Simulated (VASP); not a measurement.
# Rh (Fm-3m) in VASP: a series of runs

The runs below take Rh through electric field gradients, with LDA.

All numbers are computed with VASP 6.6.1; they aren't measurements. Logs are shortened: lines on timing, memory, paths and dates and some standing lists are left out, and cuts for length are marked.

### Step 1. The cell of the first run

The structure is cubic, space group Fm-3m (No. 225). The conventional cell has a = 3.778 Å, b = 3.778 Å, c = 3.778 Å, α = 90.00°, β = 90.00°, γ = 90.00°. Within 3.5 Å of Rh (site symmetry m-3m) lie 12 Rh at 2.67 Å.

### Step 2. Electric field gradients, LDA (13.48 Å³/atom)

Contents of INCAR:

```
SYSTEM = Rh
PREC = Accurate ; ENCUT = 520
EDIFF = 1E-8 ; ISMEAR = -1
SIGMA = 0.03 ; LREAL = .FALSE.
LASPH = .TRUE. ; NELM = 60
ALGO = Normal ; ISIF = 2
LWAVE = .FALSE. ; LCHARG = .FALSE.
GGA = CA ; LEFG = .TRUE.
NBANDS = 14
```

Contents of KPOINTS:

```
Automatic mesh
0
G
  16 16 16
  0 0 0
```

Contents of POSCAR:

```
Rh
1.0
    0.0000000000      1.8887875349      1.8887875349
    1.8887875349      0.0000000000      1.8887875349
    1.8887875349      1.8887875349      0.0000000000
Rh
1
Direct
    0.0000000000      0.0000000000      0.0000000000
```

Potentials or basis: VASP PAW LDA potentials, release 64 (Rh_pv).

On the command line:

```bash
$ cat potpaw_LDA.64/Rh_pv/POTCAR > POTCAR
$ mpirun -np 1 vasp_std > vasp.out
```

OUTCAR:

```text
SYSTEM = Rh
   PREC = Accurate
   ENCUT = 520
   EDIFF = 1E-8
   ISMEAR = -1
   LREAL = .FALSE.
   LASPH = .TRUE.
   NELM = 60
   ISIF = 2
   GGA = CA

 ion  position               nearest neighbor table
   1  0.000  0.000  0.000-

  LATTYP: Found a face centered cubic cell.
 ALAT       =     3.7775750698

  Lattice vectors:

 A1 = (   0.0000000000,   1.8887875349,   1.8887875349)
 A2 = (   1.8887875349,   0.0000000000,   1.8887875349)
 A3 = (   1.8887875349,   1.8887875349,   0.0000000000)

Analysis of symmetry for initial positions (statically):
=====================================================================
 Subroutine PRICEL returns:
 Original cell was already a primitive cell.

 Routine SETGRP: Setting up the symmetry group for a
 face centered cubic supercell.

 Subroutine GETGRP returns: Found 48 space group operations
 (whereof 48 operations were pure point group operations)
 out of a pool of 48 trial point group operations.

The static configuration has the point symmetry O_h .

Analysis of symmetry for dynamics (positions and initial velocities):
=====================================================================
 Subroutine PRICEL returns:
 Original cell was already a primitive cell.

 Routine SETGRP: Setting up the symmetry group for a
 face centered cubic supercell.

 Subroutine GETGRP returns: Found 48 space group operations
 (whereof 48 operations were pure point group operations)
 out of a pool of 48 trial point group operations.

The dynamic configuration has the point symmetry O_h .

 Subroutine INISYM returns: Found 48 space group operations
 (whereof 48 operations are pure point group operations),
 and found     1 'primitive' translations

----------------------------------------------------------------------------------------

                                     Primitive cell

  volume of cell :      13.4766

  direct lattice vectors                    reciprocal lattice vectors
     0.000000000  1.888787535  1.888787535    -0.264720087  0.264720087  0.264720087
     1.888787535  0.000000000  1.888787535     0.264720087 -0.264720087  0.264720087
     1.888787535  1.888787535  0.000000000     0.264720087  0.264720087 -0.264720087

  length of vectors
     2.671148948  2.671148948  2.671148948     0.458508640  0.458508640  0.458508640

  position of ions in fractional coordinates (direct lattice)
     0.000000000  0.000000000  0.000000000

  ion indices of the primitive-cell ions
   primitive index   ion index
                 1           1

----------------------------------------------------------------------------------------

 KPOINTS: Automatic mesh

Automatic generation of k-mesh.
 Grid dimensions read from file:
 generate k-points for:   16   16   16

 Generating k-lattice:

  Cartesian coordinates                     Fractional coordinates (reciprocal lattice)
    -0.016545005  0.016545005  0.016545005     0.062500000  0.000000000  0.000000000
     0.016545005 -0.016545005  0.016545005     0.000000000  0.062500000  0.000000000
     0.016545005  0.016545005 -0.016545005     0.000000000  0.000000000  0.062500000

  Length of vectors
     0.028656790  0.028656790  0.028656790

  Shift w.r.t. Gamma in fractional coordinates (k-lattice)
     0.000000000  0.000000000  0.000000000

 Subroutine IBZKPT returns following result:
 ===========================================

 Found    145 irreducible k-points:

 Following reciprocal coordinates:
            Coordinates               Weight
  0.000000  0.000000  0.000000      1.000000
  0.062500  0.000000  0.000000      8.000000
  0.125000  0.000000  0.000000      8.000000
  0.187500  0.000000  0.000000      8.000000
  0.250000  0.000000  0.000000      8.000000
  0.312500  0.000000  0.000000      8.000000
[... 16 lines left out ...]
 -0.125000  0.062500  0.000000     24.000000
 -0.062500  0.062500  0.000000     12.000000
 [... further k-points ...]
   k-points           NKPTS =    145   k-points in BZ     NKDIM =    145   number of bands    NBANDS=     14
   number of dos      NEDOS =    301   number of ions     NIONS =      1
   total plane-waves  NPLWV =   8000
   dimension x,y,z NGX =    20 NGY =   20 NGZ =   20
   dimension x,y,z NGXF=    40 NGYF=   40 NGZF=   40
   ions per type =               1
   NGX,Y,Z   is equivalent  to a cutoff of  12.45, 12.45, 12.45 a.u.
   NGXF,Y,Z  is equivalent  to a cutoff of  24.90, 24.90, 24.90 a.u.
 SYSTEM =  Rh
   PREC   = accura    normal or accurate (medium, high low for compatibility)
   ISTART =      0    job   : 0-new  1-cont  2-samecut
   ICHARG =      2    charge: 1-file 2-atom 10-const
   ISPIN  =      1    spin polarized calculation?
   LNONCOLLINEAR =      F non collinear calculations
   LSORBIT =      F    spin-orbit coupling
   LASPH  =      T    aspherical Exc in radial PAW
   ENCUT  =  520.0 eV  38.22 Ry    6.18 a.u.   4.97  4.97  4.97*2*pi/ulx,y,z
   NELM   =     60;   NELMIN=  2; NELMDL= -5     # of ELM steps
   EDIFF  = 0.1E-07   stopping-criterion for ELM
   LREAL  =      F    real-space projection
   EDIFFG = 0.1E-06   stopping-criterion for IOM
   NSW    =      0    number of steps for IOM
   IBRION =     -1    ionic relax: 0-MD 1-quasi-New 2-CG
   NFREE  =      0    steps in history (QN), initial steepest desc. (CG)
   ISIF   =      2    stress and relaxation
   ISYM   =      2    0-nonsym 1-usesym 2-fastsym
   POTIM  = 0.5000    time-step for ionic-motion
   TEBEG  =    0.0;   TEEND  =   0.0 temperature during run
   PSTRESS=    0.0 pullay stress
   NELECT =      15.0000    total number of electrons
   NUPDOWN=      -1.0000    fix difference up-down
   EMIN   =  10.00;   EMAX   =-10.00  energy-range for DOS
   EFERMI =   0.00;   METHOD = LEGACY
   ISMEAR =    -1;   SIGMA  =   0.03  broadening in eV -4-tet -1-fermi 0-gaus
   EFERMI_NEDOS =   21; number of points for ismear=-14 and -15
   IALGO  =     38    algorithm
   IMIX   =      4    mixing-type and parameters
     AMIX     =   0.40;   BMIX     =  1.00
     AMIX_MAG =   1.60;   BMIX_MAG =  1.00
  volume/ion in A,a.u.               =      13.48        90.94
  Fermi-wavevector in a.u.,A,eV,Ry     =   1.696597  3.206104 39.163594  2.878443
  Thomas-Fermi vector in A             =   2.777431
   LORBIT       =      0    0 simple, 1 ext, 2 COOP (PROOUT), +10 PAW based schemes
   GGA     = CA    functional components
   LHFCALC =     F    Hartree Fock is set to
   AEXX    =    0.0000 exact exchange contribution
   IVDW    =     0    specifies the selected vdW correction
   LEPSILON=     F    determine dielectric tensor
   LRPA    =     F    only Hartree local field effects (RPA)
 non-spin polarized calculation
  energy-cutoff  :      520.00
  volume of cell :       13.48
 maximum number of plane-waves:       380
   NGX =  9   NGY =  9   NGZ =  9

 number of electron      15.0000006 magnetization

 Free energy of the ion-electron system (eV)
  ---------------------------------------------------
  ext. energy  EPLUGINS =         0.00000000
  ---------------------------------------------------
  free energy    TOTEN  =        -8.68146357 eV

  energy without entropy =       -8.67707205  energy(sigma->0) =       -8.67926781

 E-fermi :  12.0727     XC(G=0): -14.4790

 val. band max:       12.0694962959   @ k =  -0.3750   0.2500   0.0000
 cond. band min:      12.0756252759   @ k =   0.3125   0.2500   0.0000
 fundamental gap:      0.0061289800
 Fermi energy:        12.0727383446

 k-point     1 :       0.0000    0.0000    0.0000
  band No.  band energies     occupation
      1     -34.1128      2.00000
      2     -34.1128      2.00000
      3     -34.1128      2.00000
      4       3.9057      2.00000
      5       8.8778      2.00000
      6       8.8778      2.00000
      7       8.8778      2.00000
      8      11.0724      2.00000
      9      11.0724      2.00000
     10      28.0145      0.00000
     11      32.3807      0.00000
     12      33.5347      0.00000
     13      33.5347      0.00000
     14      33.5347      0.00000

 k-point     2 :       0.0625    0.0000    0.0000
  band No.  band energies     occupation
      1     -34.1444      2.00000
      2     -34.1171      2.00000
      3     -34.1171      2.00000
      4       4.0665      2.00000
      5       8.8054      2.00000
      6       8.9413      2.00000
      7       8.9413      2.00000
      8      11.0361      2.00000
      9      11.0361      2.00000
     10      28.2536      0.00000
     11      32.3782      0.00000
     12      32.6925      0.00000
     13      33.7746      0.00000
     14      33.7746      0.00000

 k-point     3 :       0.1250    0.0000    0.0000
  band No.  band energies     occupation
      1     -34.2338      2.00000
      2     -34.1291      2.00000
      3     -34.1291      2.00000
      4       4.5208      2.00000
      5       8.6353      2.00000
      6       9.1005      2.00000
      7       9.1005      2.00000
      8      10.9667      2.00000
      9      10.9667      2.00000
     10      28.8741      0.00000
     11      31.0082      0.00000
     12      32.3820      0.00000
     13      34.4655      0.00000
     14      34.4655      0.00000
[... 324 lines left out ...]
 k-point    23 :      -0.1250    0.0625    0.0000
  band No.  band energies     occupation
      1     -34.2868      2.00000
      2     -34.1591      2.00000
      3     -34.1287      2.00000
      4       4.8546      2.00000
      5       8.4715      2.00000
      6       9.2150      2.00000
      7       9.2481      2.00000
      8      10.7096      2.00000
      9      11.1775      2.00000
     10      29.2879      0.00000
     11      30.3888      0.00000
     12      32.3817      0.00000
     13      33.9299      0.00000
     14      35.4597      0.00000

 k-point    24 :      -0.0625    0.0625    0.0000
  band No.  band energies     occupation
      1     -34.1887      2.00000
      2     -34.1357      2.00000
      3     -34.1187      2.00000
      4       4.3267      2.00000
      5       8.6700      2.00000
      6       9.0287      2.00000
      7       9.0787      2.00000
      8      10.8760      2.00000
      9      11.0976      2.00000
     10      28.6266      0.00000
     11      31.8721      0.00000
     12      32.3841      0.00000
     13      33.6130      0.00000
     14      34.4165      0.00000

 [... further k-points ...]

------------------------ aborting loop because EDIFF is reached ----------------------------------------

  FORCE on cell =-STRESS in cart. coord.  units (eV):
  Direction    XX          YY          ZZ          XY          YZ          ZX
  --------------------------------------------------------------------------------------
  -------------------------------------------------------------------------------------
  Total       -0.4057186     -0.4057186     -0.4057186      0.0000000      0.0000000      0.0000000
  in kB      -48.2343259    -48.2343259    -48.2343259      0.0000000      0.0000000      0.0000000
  external PRESSURE =     -48.2343259 kB  Pullay stress =       0.0000000 kB

 VOLUME and BASIS-vectors are now :
 -----------------------------------------------------------------------------
  energy-cutoff  :      520.00
  volume of cell :       13.48
      direct lattice vectors                 reciprocal lattice vectors
     0.000000000  1.888787535  1.888787535    -0.264720087  0.264720087  0.264720087
     1.888787535  0.000000000  1.888787535     0.264720087 -0.264720087  0.264720087
     1.888787535  1.888787535  0.000000000     0.264720087  0.264720087 -0.264720087

 POSITION                                       TOTAL-FORCE (eV/Angst)
 -----------------------------------------------------------------------------------
      0.00000      0.00000      0.00000        -0.000000     -0.000000     -0.000000
 -----------------------------------------------------------------------------------
    total drift:                               -0.000000     -0.000000     -0.000000

  FREE ENERGIE OF THE ION-ELECTRON SYSTEM (eV)
  ---------------------------------------------------
  free  energy   TOTEN  =        -8.6814635737 eV

  energy  without entropy=       -8.6770720510  energy(sigma->0) =       -8.67926781

 Electric field gradients (V/A^2)
---------------------------------------------------------------------
 ion       V_xx      V_yy      V_zz      V_xy      V_xz      V_yz
---------------------------------------------------------------------
   1      -0.000     0.000     0.000     0.001     0.001     0.001
---------------------------------------------------------------------

 Electric field gradients after diagonalization (V/A^2)
 (convention: |V_zz| > |V_xx| > |V_yy|)
----------------------------------------------------------------------
 ion       V_xx      V_yy      V_zz     asymmetry (V_yy - V_xx)/ V_zz
----------------------------------------------------------------------
   1      -0.001    -0.001     0.002       0.000
----------------------------------------------------------------------

           NMR quadrupolar parameters

 Cq : quadrupolar parameter    Cq=e*Q*V_zz/h
 eta: asymmetry parameters     (V_yy - V_xx)/ V_zz
 Q  : nuclear electric quadrupole moment in mb (millibarn)
----------------------------------------------------------------------
 ion       Cq(MHz)       eta       Q (mb)
----------------------------------------------------------------------
   1       0.000       0.000       1.000
----------------------------------------------------------------------
```

Wall time 31 s (1 thread of AMD EPYC 7R13, shared host); peak memory 0.11 GiB.

What came out:

```
Free energy                             : -8.6815 eV
Pressure                                : -4.8 GPa
Band gap on the k mesh                  : zero (an odd number of electrons rules out a gap without spin polarisation)
Largest electric field gradient by atom : zero within the noise of the run
```

Caveat: the cell stands under tension.

### Step 3. Electric field gradients, LDA (13.61 Å³/atom)

This run uses another cell than the first one, of 13.61 Å³/atom.

Contents of INCAR:

```
SYSTEM = Rh
ALGO = Normal
EDIFF = 1E-8
ENCUT = 520
ISIF = 2
ISMEAR = -1
LASPH = .TRUE.
LCHARG = .FALSE.
LEFG = .TRUE.
LREAL = .FALSE.
LWAVE = .FALSE.
NBANDS = 14
NELM = 60
PREC = Accurate
SIGMA = 0.03
```

Contents of KPOINTS:

```
k-points
0
G
  16 16 16
  0 0 0
```

Contents of POSCAR:

```
Rh
1.0
    0.0000000000      1.8951902535      1.8951902535
    1.8951902535      0.0000000000      1.8951902535
    1.8951902535      1.8951902535      0.0000000000
Rh
1
Direct
    0.0000000000      0.0000000000      0.0000000000
```

Potentials or basis: VASP PAW LDA potentials, release 64 (Rh_pv).

On the command line:

```bash
$ cat potpaw_LDA.64/Rh_pv/POTCAR > POTCAR
$ mpirun -np 1 vasp_std > vasp.out
```

OUTCAR:

```text
SYSTEM = Rh
   EDIFF = 1E-8
   ENCUT = 520
   ISIF = 2
   ISMEAR = -1
   LASPH = .TRUE.
   LREAL = .FALSE.
   NELM = 60
   PREC = Accurate

 ion  position               nearest neighbor table
   1  0.000  0.000  0.000-

  LATTYP: Found a face centered cubic cell.
 ALAT       =     3.7903805070

  Lattice vectors:

 A1 = (   0.0000000000,   1.8951902535,   1.8951902535)
 A2 = (   1.8951902535,   0.0000000000,   1.8951902535)
 A3 = (   1.8951902535,   1.8951902535,   0.0000000000)

Analysis of symmetry for initial positions (statically):
=====================================================================
 Subroutine PRICEL returns:
 Original cell was already a primitive cell.

 Routine SETGRP: Setting up the symmetry group for a
 face centered cubic supercell.

 Subroutine GETGRP returns: Found 48 space group operations
 (whereof 48 operations were pure point group operations)
 out of a pool of 48 trial point group operations.

The static configuration has the point symmetry O_h .

Analysis of symmetry for dynamics (positions and initial velocities):
=====================================================================
 Subroutine PRICEL returns:
 Original cell was already a primitive cell.

 Routine SETGRP: Setting up the symmetry group for a
 face centered cubic supercell.

 Subroutine GETGRP returns: Found 48 space group operations
 (whereof 48 operations were pure point group operations)
 out of a pool of 48 trial point group operations.

The dynamic configuration has the point symmetry O_h .

[... 161 lines left out ...]
     10      27.8335      0.00000
     11      32.2171      0.00000
     12      33.2950      0.00000
     13      33.2950      0.00000
     14      33.2950      0.00000
[... 377 lines left out ...]
      1     -34.3600      2.00000
      2     -34.3089      2.00000
      3     -34.2925      2.00000
      4       4.2067      2.00000
      5       8.5321      2.00000
      6       8.8850      2.00000
      7       8.9341      2.00000
      8      10.7037      2.00000
      9      10.9214      2.00000
     10      28.4331      0.00000
     11      31.6354      0.00000
     12      32.2197      0.00000
     13      33.3608      0.00000
     14      34.1666      0.00000

 [... further k-points ...]

------------------------ aborting loop because EDIFF is reached ----------------------------------------

  FORCE on cell =-STRESS in cart. coord.  units (eV):
  Direction    XX          YY          ZZ          XY          YZ          ZX
  --------------------------------------------------------------------------------------
  -------------------------------------------------------------------------------------
  Total       -0.6544821     -0.6544821     -0.6544821      0.0000000      0.0000000      0.0000000
  in kB      -77.0229043    -77.0229043    -77.0229043      0.0000000      0.0000000      0.0000000
  external PRESSURE =     -77.0229043 kB  Pullay stress =       0.0000000 kB

 VOLUME and BASIS-vectors are now :
 -----------------------------------------------------------------------------
  energy-cutoff  :      520.00
  volume of cell :       13.61
      direct lattice vectors                 reciprocal lattice vectors
     0.000000000  1.895190254  1.895190254    -0.263825755  0.263825755  0.263825755
     1.895190254  0.000000000  1.895190254     0.263825755 -0.263825755  0.263825755
     1.895190254  1.895190254  0.000000000     0.263825755  0.263825755 -0.263825755

 POSITION                                       TOTAL-FORCE (eV/Angst)
 -----------------------------------------------------------------------------------
      0.00000      0.00000      0.00000         0.000000      0.000000     -0.000000
 -----------------------------------------------------------------------------------
    total drift:                               -0.000000     -0.000000     -0.000000

  FREE ENERGIE OF THE ION-ELECTRON SYSTEM (eV)
  ---------------------------------------------------
  free  energy   TOTEN  =        -8.6761607759 eV

  energy  without entropy=       -8.6717101477  energy(sigma->0) =       -8.67393546

 Electric field gradients (V/A^2)
---------------------------------------------------------------------
 ion       V_xx      V_yy      V_zz      V_xy      V_xz      V_yz
---------------------------------------------------------------------
   1      -0.000    -0.000     0.000     0.001     0.001     0.001
---------------------------------------------------------------------

 Electric field gradients after diagonalization (V/A^2)
 (convention: |V_zz| > |V_xx| > |V_yy|)
----------------------------------------------------------------------
 ion       V_xx      V_yy      V_zz     asymmetry (V_yy - V_xx)/ V_zz
----------------------------------------------------------------------
   1      -0.001    -0.001     0.001       0.000
----------------------------------------------------------------------

           NMR quadrupolar parameters

 Cq : quadrupolar parameter    Cq=e*Q*V_zz/h
 eta: asymmetry parameters     (V_yy - V_xx)/ V_zz
 Q  : nuclear electric quadrupole moment in mb (millibarn)
----------------------------------------------------------------------
 ion       Cq(MHz)       eta       Q (mb)
----------------------------------------------------------------------
   1       0.000       0.000       1.000
----------------------------------------------------------------------
```

Wall time 38 s (1 thread of AMD EPYC 7R13, shared host); peak memory 0.11 GiB.

Results:

- Free energy: -8.6762 eV
- Pressure: -7.7 GPa
- Band gap on the k mesh: zero (an odd number of electrons rules out a gap without spin polarisation)
- Largest electric field gradient by atom: zero within the noise of the run

Caveat: the cell stands under tension.

(Part 1 of 2 ends here.)
